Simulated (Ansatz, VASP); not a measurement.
# One calculation of Al, two programs

```
Al
1.0
     2.81246    0.00000    0.00000
    -1.40623    2.43566    0.00000
     0.00000    0.00000    4.86685
Al
2
Cartesian
  0.9562 0.8119 3.6501
  0.0000 1.6238 1.2167
```

Alike in both runs: task single point; functional PBEsol; k mesh 18 × 18 × 10; occupations gaussian, width 0.15 eV; no spin polarisation.

|  | VASP | Ansatz |
| --- | --- | --- |
| version | VASP 6.6.1 | Ansatz 0.2.0 |
| potentials or method | VASP PAW PBE potentials, release 64 (Al), cutoff 520 eV | scalar-relativistic, plane waves, PAW |
| valence electrons in the cell | 6 | 6 |

|  | VASP | Ansatz | Ansatz less VASP |
| --- | --- | --- | --- |
| gap on the k mesh at the Fermi level (eV) | none | none | - |
| pressure (GPa) | -0.1 | -0.1 | -0.06 |
| traceless stress, the component that is largest in VASP (GPa) | 0.45 | 0.46 | +0.006 |
| rms of the force components (eV/Å) | 0.200 | 0.199 | -0.0011 |

VASP's potentials were made for PBE, not for PBEsol. Atom by atom the forces differ by 0.001 eV/Å (rms over components). A gap of «none» marks a metal or a gap that the smearing closes.
